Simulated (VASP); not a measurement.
# Pt in VASP: single point with PBE+D3(BJ)

Aim: the single point of Pt with PBE+D3(BJ).

Everything below comes from runs of VASP 6.6.1. Logs are shortened: lines on timing, memory, paths and dates and some standing lists are left out, and cuts for length are marked.

## 1. The cell of the first run

The cell holds a slab with vacuum, 3 atoms: a = 2.894 Å, b = 2.894 Å, c = 36.436 Å, α = 90.00°, β = 90.00°, γ = 120.00°.

## 2. Single point, PBE+D3(BJ)

INCAR

```
  ALGO = Normal
  DIPOL = 0.5 0.5 0.362
  EDIFF = 1E-6
  ENCUT = 400
  GGA = PE
  GGA_COMPAT = False
  IDIPOL = 3
  ISIF = 2
  ISMEAR = 1
  IVDW = 12
  LASPH = True
  LCHARG = True
  LDIPOL = True
  LELF = True
  LREAL = False
  LVACPOTAV = True
  LVHAR = True
  LWAVE = False
  NBANDS = 22
  NELM = 120
  NELMDL = -8
  PREC = Accurate
  SIGMA = 0.1
```

KPOINTS

```
k-points
0
Gamma
  15 15 1
```

POSCAR

```
Pt
1.0
    2.8939869419      0.0000000000      0.0000000000
   -1.4469934709      2.5062662099      0.0000000000
    0.0000000000      0.0000000000     36.4360328557
Pt
3
Direct
    0.0000000000      0.0000000000      0.3018989483
    0.6666666667      0.3333333333      0.3612687518
    0.3333333333      0.6666666667      0.4217163423
```

Potentials or basis: VASP PAW PBE potentials, release 64 (Pt).

Run with:

```console
$ cat potpaw_PBE.64/Pt/POTCAR > POTCAR
$ mpirun -np 1 vasp_std > vasp.out
```

OUTCAR:

```text
EDIFF = 1E-6
   ENCUT = 400
   GGA = PE
   ISIF = 2
   ISMEAR = 1
   IVDW = 12
   LASPH = True
   LREAL = False
   NELM = 120
   NELMDL = -8
   PREC = Accurate
 IVDW          = 12

 ion  position               nearest neighbor table
   1  0.000  0.000  0.302-   2 2.73   2 2.73   2 2.73
   2  0.667  0.333  0.361-   1 2.73   1 2.73   1 2.73   3 2.76   3 2.76   3 2.76
   3  0.333  0.667  0.422-   2 2.76   2 2.76   2 2.76

  LATTYP: Found a hexagonal cell.
 ALAT       =     2.8939869419
 C/A-ratio  =    12.5902547548

  Lattice vectors:

 A1 = (   2.8939869419,   0.0000000000,   0.0000000000)
 A2 = (  -1.4469934709,   2.5062662099,   0.0000000000)
 A3 = (   0.0000000000,   0.0000000000,  36.4360328557)

Analysis of symmetry for initial positions (statically):
=====================================================================
 Subroutine PRICEL returns:
 Original cell was already a primitive cell.

 Routine SETGRP: Setting up the symmetry group for a
 hexagonal supercell.

 Subroutine GETGRP returns: Found  6 space group operations
 (whereof  6 operations were pure point group operations)
 out of a pool of 24 trial point group operations.

The static configuration has the point symmetry C_3v.

Analysis of symmetry for dynamics (positions and initial velocities):
=====================================================================
 Subroutine PRICEL returns:
 Original cell was already a primitive cell.

 Routine SETGRP: Setting up the symmetry group for a
 hexagonal supercell.

 Subroutine GETGRP returns: Found  6 space group operations
 (whereof  6 operations were pure point group operations)
 out of a pool of 24 trial point group operations.

The dynamic configuration has the point symmetry C_3v.

 Subroutine INISYM returns: Found  6 space group operations
 (whereof  6 operations are pure point group operations),
 and found     1 'primitive' translations

----------------------------------------------------------------------------------------

                                     Primitive cell

  volume of cell :     264.2743

  direct lattice vectors                    reciprocal lattice vectors
     2.893986942  0.000000000  0.000000000     0.345544061  0.199499957  0.000000000
    -1.446993471  2.506266210  0.000000000     0.000000000  0.398999913  0.000000000
     0.000000000  0.000000000 36.436032856     0.000000000  0.000000000  0.027445359

  length of vectors
     2.893986942  2.893986942 36.436032856     0.398999913  0.398999913  0.027445359

  position of ions in fractional coordinates (direct lattice)
     0.000000000  0.000000000  0.301898948
     0.666666667  0.333333333  0.361268752
     0.333333333  0.666666667  0.421716342

  ion indices of the primitive-cell ions
   primitive index   ion index
                 1           1
                 2           2
                 3           3

----------------------------------------------------------------------------------------

 KPOINTS: k-points

Automatic generation of k-mesh.
 Grid dimensions read from file:
 generate k-points for:   15   15    1

 Generating k-lattice:

  Cartesian coordinates                     Fractional coordinates (reciprocal lattice)
     0.023036271  0.013299997  0.000000000     0.066666667  0.000000000  0.000000000
     0.000000000  0.026599994  0.000000000     0.000000000  0.066666667  0.000000000
     0.000000000  0.000000000  0.027445359     0.000000000  0.000000000  1.000000000

  Length of vectors
     0.026599994  0.026599994  0.027445359

  Shift w.r.t. Gamma in fractional coordinates (k-lattice)
     0.000000000  0.000000000  0.000000000

 Subroutine IBZKPT returns following result:
 ===========================================

 Found     27 irreducible k-points:

 Following reciprocal coordinates:
            Coordinates               Weight
  0.000000  0.000000  0.000000      1.000000
  0.066667  0.000000  0.000000      6.000000
  0.133333  0.000000  0.000000      6.000000
  0.200000  0.000000  0.000000      6.000000
  0.266667  0.000000  0.000000      6.000000
  0.333333  0.000000  0.000000      6.000000
[... 16 lines left out ...]
  0.333333  0.200000  0.000000     12.000000
  0.400000  0.200000  0.000000      6.000000
 [... further k-points ...]
   k-points           NKPTS =     27   k-points in BZ     NKDIM =     27   number of bands    NBANDS=     22
   number of dos      NEDOS =    301   number of ions     NIONS =      3
   total plane-waves  NPLWV =  96000
   dimension x,y,z NGX =    20 NGY =   20 NGZ =  240
   dimension x,y,z NGXF=    40 NGYF=   40 NGZF=  480
   ions per type =               3
   NGX,Y,Z   is equivalent  to a cutoff of  11.49, 11.49, 10.95 a.u.
   NGXF,Y,Z  is equivalent  to a cutoff of  22.98, 22.98, 21.90 a.u.
 SYSTEM =  unknown system
   PREC   = accura    normal or accurate (medium, high low for compatibility)
   ISTART =      0    job   : 0-new  1-cont  2-samecut
   ICHARG =      2    charge: 1-file 2-atom 10-const
   ISPIN  =      1    spin polarized calculation?
   LNONCOLLINEAR =      F non collinear calculations
   LSORBIT =      F    spin-orbit coupling
   LASPH  =      T    aspherical Exc in radial PAW
   ENCUT  =  400.0 eV  29.40 Ry    5.42 a.u.   4.72  4.72 59.42*2*pi/ulx,y,z
   NELM   =    120;   NELMIN=  2; NELMDL= -8     # of ELM steps
   EDIFF  = 0.1E-05   stopping-criterion for ELM
   LREAL  =      F    real-space projection
[... 7 lines left out ...]
   TEBEG  =    0.0;   TEEND  =   0.0 temperature during run
   PSTRESS=    0.0 pullay stress
   NELECT =      30.0000    total number of electrons
   NUPDOWN=      -1.0000    fix difference up-down
   EMIN   =  10.00;   EMAX   =-10.00  energy-range for DOS
   EFERMI =   0.00;   METHOD = LEGACY
   ISMEAR =     1;   SIGMA  =   0.10  broadening in eV -4-tet -1-fermi 0-gaus
   EFERMI_NEDOS =   21; number of points for ismear=-14 and -15
   IALGO  =     38    algorithm
   IMIX   =      4    mixing-type and parameters
     AMIX     =   0.40;   BMIX     =  1.00
     AMIX_MAG =   1.60;   BMIX_MAG =  1.00
  volume/ion in A,a.u.               =      88.09       594.47
  Fermi-wavevector in a.u.,A,eV,Ry     =   0.792678  1.497945  8.549069  0.628339
  Thomas-Fermi vector in A             =   1.898464
   LORBIT       =      0    0 simple, 1 ext, 2 COOP (PROOUT), +10 PAW based schemes
   GGA     = PE    functional components
   LHFCALC =     F    Hartree Fock is set to
   AEXX    =    0.0000 exact exchange contribution
   IVDW    =    12    specifies the selected vdW correction
   LEPSILON=     F    determine dielectric tensor
   LRPA    =     F    only Hartree local field effects (RPA)
 non-spin polarized calculation
 Methfessel and Paxton  Order N= 1 SIGMA  =   0.10
  energy-cutoff  :      400.00
  volume of cell :      264.27
 maximum number of plane-waves:      4839
 NGX is ok and might be reduce to    20
   NGX =  9   NGY =  9   NGZ =119

 dipolmoment           0.000000      0.000000      0.000352 electrons x Angstroem

 number of electron      30.0000002 magnetization

 dipolmoment           0.000000      0.000000     -0.000748 electrons x Angstroem

 Free energy of the ion-electron system (eV)
  ---------------------------------------------------
  ext. energy  EPLUGINS =         0.00000000
  ---------------------------------------------------
  free energy    TOTEN  =       -16.63584205 eV

  energy without entropy =      -16.63549959  energy(sigma->0) =      -16.63572790

 E-fermi :  -2.8396     XC(G=0):  -2.9166

 val. band max:       -2.8424870058   @ k =   0.1333   0.0667   0.0000
 cond. band min:      -2.8006752242   @ k =   0.4000   0.2000   0.0000
 fundamental gap:      0.0418117817
 Fermi energy:        -2.8395767521

 k-point     1 :       0.0000    0.0000    0.0000
  band No.  band energies     occupation
      1     -11.4770      2.00000
      2      -9.4990      2.00000
      3      -9.0811      2.00000
      4      -6.2076      2.00000
      5      -6.2076      2.00000
      6      -5.9893      2.00000
[... 14 lines left out ...]
     21       2.7313      0.00000
     22       2.8947      0.00000

 k-point     2 :       0.0667    0.0000    0.0000
  band No.  band energies     occupation
      1     -11.3395      2.00000
      2      -9.3637      2.00000
      3      -8.9578      2.00000
      4      -6.3580      2.00000
      5      -6.1264      2.00000
      6      -6.1207      2.00000
[... 14 lines left out ...]
     21       2.8445      0.00000
     22       2.9999      0.00000

 k-point     3 :       0.1333    0.0000    0.0000
  band No.  band energies     occupation
      1     -10.9440      2.00000
      2      -8.9908      2.00000
      3      -8.6182      2.00000
      4      -6.6872      2.00000
      5      -6.3809      2.00000
      6      -5.9770      2.00000
[... 14 lines left out ...]
     21       3.1836      0.00000
     22       3.3154      0.00000

 k-point     4 :       0.2000    0.0000    0.0000
  band No.  band energies     occupation
      1     -10.3505      2.00000
      2      -8.5320      2.00000
      3      -8.1743      2.00000
      4      -7.0071      2.00000
      5      -6.7056      2.00000
      6      -6.0062      2.00000
[... 14 lines left out ...]
     21       3.7447      0.00000
     22       3.8413      0.00000

 k-point     5 :       0.2667    0.0000    0.0000
  band No.  band energies     occupation
      1      -9.6922      2.00000
      2      -8.3111      2.00000
      3      -7.9226      2.00000
      4      -7.2157      2.00000
      5      -6.8408      2.00000
      6      -5.8553      2.00000
[... 14 lines left out ...]
     21       4.5141      0.00000
     22       4.5794      0.00000

 k-point     6 :       0.3333    0.0000    0.0000
  band No.  band energies     occupation
      1      -9.1844      2.00000
      2      -8.3855      2.00000
      3      -8.0282      2.00000
      4      -7.4699      2.00000
      5      -6.5976      2.00000
      6      -5.9478      2.00000
[... 14 lines left out ...]
     21       5.3635      0.00000
     22       5.5277      0.00000

 k-point     7 :       0.4000    0.0000    0.0000
  band No.  band energies     occupation
      1      -8.9564      2.00000
      2      -8.5386      2.00000
      3      -8.1730      2.00000
      4      -7.6719      2.00000
      5      -6.5428      2.00000
      6      -6.0413      2.00000
[... 324 lines left out ...]
      6      -6.2914      2.00000
[... 14 lines left out ...]
     21       4.7508      0.00000
     22       6.6291      0.00000

 k-point    21 :       0.2000    0.2000    0.0000
  band No.  band energies     occupation
      1      -8.7849      2.00000
      2      -8.0170      2.00000
      3      -7.4510      2.00000
      4      -7.3443      2.00000
      5      -6.6711      2.00000
      6      -6.5028      2.00000
[... 14 lines left out ...]
     21       5.7134      0.00000
     22       5.7381      0.00000

 k-point    22 :       0.2667    0.2000    0.0000
  band No.  band energies     occupation
      1      -8.3880      2.00000
      2      -8.0790      2.00000
      3      -7.6174      2.00000
      4      -7.1015      2.00000
      5      -6.8635      2.00000
      6      -6.5387      2.00000
[... 14 lines left out ...]
     21       5.3911      0.00000
     22       6.2018      0.00000

 k-point    23 :       0.3333    0.2000    0.0000
  band No.  band energies     occupation
      1      -8.2327      2.00000
      2      -8.1480      2.00000
      3      -7.7327      2.00000
      4      -7.1098      2.00000
      5      -6.8503      2.00000
      6      -6.4849      2.00000
[... 14 lines left out ...]
     21       5.3516      0.00000
     22       5.7263      0.00000

 k-point    24 :       0.4000    0.2000    0.0000
  band No.  band energies     occupation
      1      -8.2002      2.00000
      2      -8.1765      2.00000
      3      -7.7696      2.00000
      4      -7.1573      2.00000
      5      -6.8549      2.00000
      6      -6.3920      2.00000
[... 14 lines left out ...]
     21       4.6663      0.00000
     22       5.7812      0.00000

 [... further k-points ...]

------------------------ aborting loop because EDIFF is reached ----------------------------------------

 Edisp (eV)   -1.44214

 E8    (eV) :    -0.6928

  FORCE on cell =-STRESS in cart. coord.  units (eV):
  Direction    XX          YY          ZZ          XY          YZ          ZX
  --------------------------------------------------------------------------------------
  -------------------------------------------------------------------------------------
  Total      -7.36203    -7.36203    -0.44689    -0.00000     0.00000    -0.00000
  in kB     -44.63273   -44.63273    -2.70932    -0.00000     0.00000    -0.00000
  external pressure =      -30.66 kB  Pullay stress =        0.00 kB

 VOLUME and BASIS-vectors are now :
 -----------------------------------------------------------------------------
  energy-cutoff  :      400.00
  volume of cell :      264.27
      direct lattice vectors                 reciprocal lattice vectors
     2.893986942  0.000000000  0.000000000     0.345544061  0.199499957  0.000000000
    -1.446993471  2.506266210  0.000000000     0.000000000  0.398999913  0.000000000
     0.000000000  0.000000000 36.436032856     0.000000000  0.000000000  0.027445359

 POSITION                                       TOTAL-FORCE (eV/Angst)
 -----------------------------------------------------------------------------------
      0.00000      0.00000     11.00000         0.000000      0.000000     -0.019785
      1.44699      0.83542     13.16320        -0.000000      0.000000      0.222086
     -0.00000      1.67084     15.36567        -0.000000      0.000000     -0.202301
 -----------------------------------------------------------------------------------
    total drift:                               -0.000000     -0.000000     -0.000009

  FREE ENERGIE OF THE ION-ELECTRON SYSTEM (eV)
  ---------------------------------------------------
  free  energy   TOTEN  =       -18.0779788319 eV

  energy  without entropy=      -18.0776363648  energy(sigma->0) =      -18.07786468

 vacuum level on the upper side and lower side of the slab         2.856         2.874
```

Wall time 6.5 min (1 thread of Intel Xeon 8259CL, shared host); peak memory 0.33 GiB.

Results:

| Item | Value |
| --- | --- |
| Free energy | -18.0780 eV |
| Largest force | 0.222 eV/Å |
| Band gap on the k mesh | zero (bands 15 and 16 overlap by 1.11 eV) |
| Dispersion energy per atom | -0.481 eV |

Forces on the atoms (eV/Å):
```
Pt   0.000  0.000 -0.020
Pt   0.000  0.000  0.222
Pt   0.000  0.000 -0.202
```

Levels at points of the mesh, in eV from the Fermi level:
```
           k point  band 13  band 14  band 15  band 16  band 17  band 18
(0.00, 0.00, 0.00)    -1.38    -0.90    -0.90    -0.50     0.05     0.05
```

Caveat: spin-orbit coupling is left out, which moves the levels of the heavy elements.

The gap in the log of VASP goes by the Fermi energy; the results here count the filled bands.